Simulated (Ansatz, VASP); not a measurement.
## C: VASP beside Ansatz

```xyz
2
Lattice="1.2223 0.7057 3.3330 -1.2223 0.7057 3.3330 0.0000 -1.4113 3.3330" Properties=species:S:1:pos:R:3 pbc="T T T"
C     0.0000    0.0000    1.6658
C     0.0000    0.0000    8.3333
```

Change from the starting cell: mode 4 frozen in at +0.000 Å, equal normal strain along x, y and z -0.0083.

Alike in both runs: task single point; functional PBE; dispersion D3(BJ); k mesh 15 × 15 × 15; occupations gaussian, width 0.05 eV; no spin polarisation.

```csv
,VASP,Ansatz
version,VASP 6.6.1,Ansatz 0.2.0
potentials or method,"VASP PAW PBE potentials, release 64 (C), cutoff 520 eV","scalar-relativistic, plane waves, PAW"
valence electrons in the cell,8,8
```

|  | VASP | Ansatz | Ansatz less VASP |
| --- | --- | --- | --- |
| gap on the k mesh at the Fermi level (eV) | 0.67 | 0.67 | 0.000 |
| least direct gap on the mesh (eV) | 0.67 | 0.67 | 0.000 |
| pressure (GPa) | 8.2 | 7.8 | -0.45 |
| traceless stress, the component that is largest in VASP (GPa) | -8.06 | -7.49 | +0.560 |
